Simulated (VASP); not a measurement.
# ZnS (F-43m) in VASP: further runs

ZnS is run at these levels: PBE; tasks: single point.

Everything below comes from runs of VASP 6.6.1. Logs are shortened: lines on timing, memory, paths and dates and some standing lists are left out, and cuts for length are marked.

**Experimental background.**

“Electronic, vibrational, and thermodynamic properties of ZnS (zincblende and rocksalt structure)”, 2009, arxiv:0911.5022 quotes, for a bulk crystal of ZnS at 19 K: band gap 3.85 eV (direct).

The results are compared with them further down.

## 1. The cell of the first run

It takes space group F-43m (No. 216, cubic). Conventional cell: a = 5.443 Å, b = 5.443 Å, c = 5.443 Å, α = 90.00°, β = 90.00°, γ = 90.00°. Within 3.1 Å of Zn (site symmetry -43m) lie 4 S at 2.36 Å. Within 3.1 Å of S (site symmetry -43m) lie 4 Zn at 2.36 Å.

## 2. Single point, PBE

INCAR reads:

```
SYSTEM = ZnS
  PREC = Accurate
  ENCUT = 500
  EDIFF = 1E-6
  ISMEAR = 0
  SIGMA = 0.01
  LREAL = .False.
  LASPH = .True.
  NELM = 120
  ALGO = Normal
  ISIF = 2
  LWAVE = .False.
  LCHARG = .True.
  GGA = PE
  LELF = .True.
  LVHAR = .True.
  NBANDS = 16
  GGA_COMPAT = .False.
```

KPOINTS reads:

```
Automatic mesh
0
Gamma
  6 6 6
  0 0 0
```

POSCAR reads:

```
ZnS
1.0
    0.0000000000      2.7214990588      2.7214990588
    2.7214990588      0.0000000000      2.7214990588
    2.7214990588      2.7214990588      0.0000000000
Zn S
1 1
Direct
    0.2500000000      0.2500000000      0.2500000000
    0.0000000000      0.0000000000      0.0000000000
```

Potentials or basis: VASP PAW PBE potentials, release 64 (Zn, S).

On the command line:

```console
$ cat potpaw_PBE.64/Zn/POTCAR potpaw_PBE.64/S/POTCAR > POTCAR
$ mpirun -np 1 vasp_std > vasp.out
```

OUTCAR:

```text
SYSTEM = ZnS
   PREC = Accurate
   ENCUT = 500
   EDIFF = 1E-6
   ISMEAR = 0
   LREAL = .False.
   LASPH = .True.
   NELM = 120
   ISIF = 2
   GGA = PE

 ion  position               nearest neighbor table
   1  0.250  0.250  0.250-   2 2.36   2 2.36   2 2.36   2 2.36
   2  0.000  0.000  0.000-   1 2.36   1 2.36   1 2.36   1 2.36

  LATTYP: Found a face centered cubic cell.
 ALAT       =     5.4429981176

  Lattice vectors:

 A1 = (   0.0000000000,   2.7214990588,   2.7214990588)
 A2 = (   2.7214990588,   0.0000000000,   2.7214990588)
 A3 = (   2.7214990588,   2.7214990588,   0.0000000000)

Analysis of symmetry for initial positions (statically):
=====================================================================
 Subroutine PRICEL returns:
 Original cell was already a primitive cell.

 Routine SETGRP: Setting up the symmetry group for a
 face centered cubic supercell.

 Subroutine GETGRP returns: Found 24 space group operations
 (whereof 24 operations were pure point group operations)
 out of a pool of 48 trial point group operations.

The static configuration has the point symmetry T_d .

Analysis of symmetry for dynamics (positions and initial velocities):
=====================================================================
 Subroutine PRICEL returns:
 Original cell was already a primitive cell.

 Routine SETGRP: Setting up the symmetry group for a
 face centered cubic supercell.

 Subroutine GETGRP returns: Found 24 space group operations
 (whereof 24 operations were pure point group operations)
 out of a pool of 48 trial point group operations.

The dynamic configuration has the point symmetry T_d .

 Subroutine INISYM returns: Found 24 space group operations
 (whereof 24 operations are pure point group operations),
 and found     1 'primitive' translations

----------------------------------------------------------------------------------------

                                     Primitive cell

  volume of cell :      40.3139

  direct lattice vectors                    reciprocal lattice vectors
     0.000000000  2.721499059  2.721499059    -0.183722276  0.183722276  0.183722276
     2.721499059  0.000000000  2.721499059     0.183722276 -0.183722276  0.183722276
     2.721499059  2.721499059  0.000000000     0.183722276  0.183722276 -0.183722276

  length of vectors
     3.848780879  3.848780879  3.848780879     0.318216316  0.318216316  0.318216316

  position of ions in fractional coordinates (direct lattice)
     0.250000000  0.250000000  0.250000000
     0.000000000  0.000000000  0.000000000

  ion indices of the primitive-cell ions
   primitive index   ion index
                 1           1
                 2           2

----------------------------------------------------------------------------------------

 KPOINTS: Automatic mesh

Automatic generation of k-mesh.
 Grid dimensions read from file:
 generate k-points for:    6    6    6

 Generating k-lattice:

  Cartesian coordinates                     Fractional coordinates (reciprocal lattice)
    -0.030620379  0.030620379  0.030620379     0.166666667  0.000000000  0.000000000
     0.030620379 -0.030620379  0.030620379     0.000000000  0.166666667  0.000000000
     0.030620379  0.030620379 -0.030620379     0.000000000  0.000000000  0.166666667

  Length of vectors
     0.053036053  0.053036053  0.053036053

  Shift w.r.t. Gamma in fractional coordinates (k-lattice)
     0.000000000  0.000000000  0.000000000

 Subroutine IBZKPT returns following result:
 ===========================================

 Found     16 irreducible k-points:

 Following reciprocal coordinates:
            Coordinates               Weight
  0.000000  0.000000  0.000000      1.000000
  0.166667  0.000000  0.000000      8.000000
  0.333333  0.000000  0.000000      8.000000
  0.500000  0.000000  0.000000      4.000000
  0.166667  0.166667  0.000000      6.000000
  0.333333  0.166667  0.000000     24.000000
[... 8 lines left out ...]
 -0.333333  0.333333  0.166667     24.000000
 -0.333333  0.500000  0.166667     12.000000
   k-points           NKPTS =     16   k-points in BZ     NKDIM =     16   number of bands    NBANDS=     16
   number of dos      NEDOS =    301   number of ions     NIONS =      2
   total plane-waves  NPLWV =  21952
   dimension x,y,z NGX =    28 NGY =   28 NGZ =   28
   dimension x,y,z NGXF=    56 NGYF=   56 NGZF=   56
   ions per type =               1   1
   NGX,Y,Z   is equivalent  to a cutoff of  12.09, 12.09, 12.09 a.u.
   NGXF,Y,Z  is equivalent  to a cutoff of  24.19, 24.19, 24.19 a.u.
 SYSTEM =  ZnS
   PREC   = accura    normal or accurate (medium, high low for compatibility)
   ISTART =      0    job   : 0-new  1-cont  2-samecut
   ICHARG =      2    charge: 1-file 2-atom 10-const
   ISPIN  =      1    spin polarized calculation?
   LNONCOLLINEAR =      F non collinear calculations
   LSORBIT =      F    spin-orbit coupling
   LASPH  =      T    aspherical Exc in radial PAW
   ENCUT  =  500.0 eV  36.75 Ry    6.06 a.u.   7.02  7.02  7.02*2*pi/ulx,y,z
   NELM   =    120;   NELMIN=  2; NELMDL= -5     # of ELM steps
   EDIFF  = 0.1E-05   stopping-criterion for ELM
   LREAL  =      F    real-space projection
   EDIFFG = 0.1E-04   stopping-criterion for IOM
   NSW    =      0    number of steps for IOM
   IBRION =     -1    ionic relax: 0-MD 1-quasi-New 2-CG
   NFREE  =      0    steps in history (QN), initial steepest desc. (CG)
   ISIF   =      2    stress and relaxation
   ISYM   =      2    0-nonsym 1-usesym 2-fastsym
   POTIM  = 0.5000    time-step for ionic-motion
   TEBEG  =    0.0;   TEEND  =   0.0 temperature during run
   PSTRESS=    0.0 pullay stress
   NELECT =      18.0000    total number of electrons
   NUPDOWN=      -1.0000    fix difference up-down
   EMIN   =  10.00;   EMAX   =-10.00  energy-range for DOS
   EFERMI =   0.00;   METHOD = LEGACY
   ISMEAR =     0;   SIGMA  =   0.01  broadening in eV -4-tet -1-fermi 0-gaus
   EFERMI_NEDOS =   21; number of points for ismear=-14 and -15
   IALGO  =     38    algorithm
   IMIX   =      4    mixing-type and parameters
     AMIX     =   0.40;   BMIX     =  1.00
     AMIX_MAG =   1.60;   BMIX_MAG =  1.00
  volume/ion in A,a.u.               =      20.16       136.03
  Fermi-wavevector in a.u.,A,eV,Ry     =   1.251260  2.364538 21.301975  1.565651
  Thomas-Fermi vector in A             =   2.385216
   LORBIT       =      0    0 simple, 1 ext, 2 COOP (PROOUT), +10 PAW based schemes
   GGA     = PE    functional components
   LHFCALC =     F    Hartree Fock is set to
   AEXX    =    0.0000 exact exchange contribution
   IVDW    =     0    specifies the selected vdW correction
   LEPSILON=     F    determine dielectric tensor
   LRPA    =     F    only Hartree local field effects (RPA)
 non-spin polarized calculation
 Gauss-broadening in eV      SIGMA  =   0.01
  energy-cutoff  :      500.00
  volume of cell :       40.31
 maximum number of plane-waves:      1034
   NGX = 13   NGY = 13   NGZ = 13

 number of electron      17.9999988 magnetization

 Free energy of the ion-electron system (eV)
  ---------------------------------------------------
  ext. energy  EPLUGINS =         0.00000000
  ---------------------------------------------------
  free energy    TOTEN  =        -6.84930770 eV

  energy without entropy =       -6.84930770  energy(sigma->0) =       -6.84930770

 E-fermi :   2.0389     XC(G=0):  -9.5281

 val. band max:        1.9109136931   @ k =   0.0000   0.0000   0.0000
 cond. band min:       3.9296582924   @ k =   0.0000   0.0000   0.0000
 fundamental gap:      2.0187445993
 Fermi energy:         2.0389228704

 k-point     1 :       0.0000    0.0000    0.0000
  band No.  band energies     occupation
      1     -11.0814      2.00000
      2      -4.3473      2.00000
      3      -4.3473      2.00000
      4      -4.3473      2.00000
      5      -3.8747      2.00000
      6      -3.8747      2.00000
[... 8 lines left out ...]
     15      13.6469      0.00000
     16      13.6591      0.00000

 k-point     2 :       0.1667    0.0000    0.0000
  band No.  band energies     occupation
      1     -10.8866      2.00000
      2      -4.3370      2.00000
      3      -4.3137      2.00000
      4      -4.3137      2.00000
      5      -3.8764      2.00000
      6      -3.8764      2.00000
[... 8 lines left out ...]
     15      12.8727      0.00000
     16      14.5266      0.00000

 k-point     3 :       0.3333    0.0000    0.0000
  band No.  band energies     occupation
      1     -10.4465      2.00000
      2      -4.2575      2.00000
      3      -4.2575      2.00000
      4      -4.1761      2.00000
      5      -3.8635      2.00000
      6      -3.8635      2.00000
[... 8 lines left out ...]
     15      13.4638      0.00000
     16      13.7138      0.00000

 k-point     4 :       0.5000    0.0000    0.0000
  band No.  band energies     occupation
      1     -10.1932      2.00000
      2      -4.2375      2.00000
      3      -4.2375      2.00000
      4      -3.8461      2.00000
      5      -3.8461      2.00000
      6      -3.6790      2.00000
[... 8 lines left out ...]
     15      15.2614      0.00000
     16      15.2614      0.00000
[... 172 lines left out ...]
 k-point    14 :       0.5000    0.3333    0.1667
  band No.  band energies     occupation
      1     -10.1419      2.00000
      2      -4.2507      2.00000
      3      -4.1750      2.00000
      4      -4.0598      2.00000
      5      -3.8520      2.00000
      6      -3.8002      2.00000
[... 8 lines left out ...]
     15      15.7508      0.00000
     16      16.3710      0.00000

 k-point    15 :      -0.3333    0.3333    0.1667
  band No.  band energies     occupation
      1      -9.9697      2.00000
      2      -4.2159      2.00000
      3      -4.1360      2.00000
      4      -3.9228      2.00000
      5      -3.8825      2.00000
      6      -3.5746      2.00000
[... 8 lines left out ...]
     15      15.5439      0.00000
     16      16.2297      0.00000

 k-point    16 :      -0.3333    0.5000    0.1667
  band No.  band energies     occupation
      1      -9.8906      2.00000
      2      -4.2498      2.00000
      3      -4.0684      2.00000
      4      -3.9824      2.00000
      5      -3.8523      2.00000
      6      -3.5377      2.00000
[... 8 lines left out ...]
     15      15.7422      0.00000
     16      16.6513      0.00000

------------------------ aborting loop because EDIFF is reached ----------------------------------------

  FORCE on cell =-STRESS in cart. coord.  units (eV):
  Direction    XX          YY          ZZ          XY          YZ          ZX
  --------------------------------------------------------------------------------------
  -------------------------------------------------------------------------------------
  Total        0.0444516      0.0444516      0.0444516      0.0000000     -0.0000000      0.0000000
  in kB        1.7666202      1.7666202      1.7666202      0.0000000     -0.0000000      0.0000000
  external PRESSURE =       1.7666202 kB  Pullay stress =       0.0000000 kB

 VOLUME and BASIS-vectors are now :
 -----------------------------------------------------------------------------
  energy-cutoff  :      500.00
  volume of cell :       40.31
      direct lattice vectors                 reciprocal lattice vectors
     0.000000000  2.721499059  2.721499059    -0.183722276  0.183722276  0.183722276
     2.721499059  0.000000000  2.721499059     0.183722276 -0.183722276  0.183722276
     2.721499059  2.721499059  0.000000000     0.183722276  0.183722276 -0.183722276

 POSITION                                       TOTAL-FORCE (eV/Angst)
 -----------------------------------------------------------------------------------
      1.36075      1.36075      1.36075        -0.000000     -0.000000     -0.000000
      0.00000      0.00000      0.00000         0.000000      0.000000      0.000000
 -----------------------------------------------------------------------------------
    total drift:                               -0.000000     -0.000000     -0.000000

  FREE ENERGIE OF THE ION-ELECTRON SYSTEM (eV)
  ---------------------------------------------------
  free  energy   TOTEN  =        -6.8493076989 eV

  energy  without entropy=       -6.8493076989  energy(sigma->0) =       -6.84930770
```

It took 15 s on 1 thread of Intel Xeon 8259CL, shared host; peak memory 0.15 GiB.

What came out:

```yaml
Free_energy: -6.8493 eV
Pressure: 0.2 GPa
Band_gap_on_the_k_mesh: 2.02 eV, direct
```

Levels at points of the mesh, in eV from the valence-band top:
| k point | band 5 | band 6 | band 7 | band 8 | band 9 | band 10 | band 11 | band 12 | band 13 | band 14 |
| --- | --- | --- | --- | --- | --- | --- | --- | --- | --- | --- |
| (0.00, 0.00, 0.00) | -5.79 | -5.79 | 0.00 | 0.00 | 0.00 | 2.02 | 6.41 | 6.41 | 6.41 | 11.74 |
| (0.50, 0.00, 0.00) | -5.76 | -5.59 | -5.15 | -0.84 | -0.84 | 3.27 | 6.94 | 6.94 | 8.79 | 12.07 |
| (0.50, 0.50, 0.00) | -5.71 | -5.58 | -4.48 | -2.14 | -2.14 | 3.45 | 4.07 | 10.83 | 11.82 | 11.82 |

[end of part 1 of 2]
